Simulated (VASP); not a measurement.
GaP: G0W0 quasiparticle levels with PBE

Crystal: GaP.

```
CELL_PARAMETERS angstrom
0.00000 2.68452 2.68452
2.68452 0.00000 2.68452
2.68452 2.68452 0.00000
ATOMIC_POSITIONS crystal
Ga 0.00000 0.00000 0.00000
P 0.25000 0.25000 0.25000
```

```
Program                         : VASP 6.6.1
Task                            : G0W0 quasiparticle levels
Functional                      : PBE
Potentials or basis             : VASP PAW PBE potentials, release 64 (Ga_d_GW, P_GW)
Cutoff                          : 500 eV
k mesh                          : 4 × 4 × 4
Occupations                     : gaussian, width 0.01 eV
Spin                            : no spin polarisation
Dipole correction               : no
GW scheme                       : G0W0
GW iterations                   : 1
Cutoff of the response function : 150
Frequency points                : 96
Empty bands                     : 161
Further INCAR settings          : ALGO = EVGW0; EDIFF = 1e-08; NBANDS = 170
```

The quasiparticle gap is 2.05 eV and the least direct quasiparticle gap is 3.13 eV. The band gap of the starting levels on the mesh is 1.53 eV and the least direct gap of the starting levels on the mesh is 2.19 eV.

It took 110 s on 1 thread of Intel(R) Xeon(R) 6975P-C (Granite Rapids), on a shared host, peak memory 0.42 GiB.

Caveat: the k points lie up to 0.51 Å⁻¹ apart; bands, screening cutoff and mesh are small and nothing is extrapolated, so the quasiparticle values aren't converged.
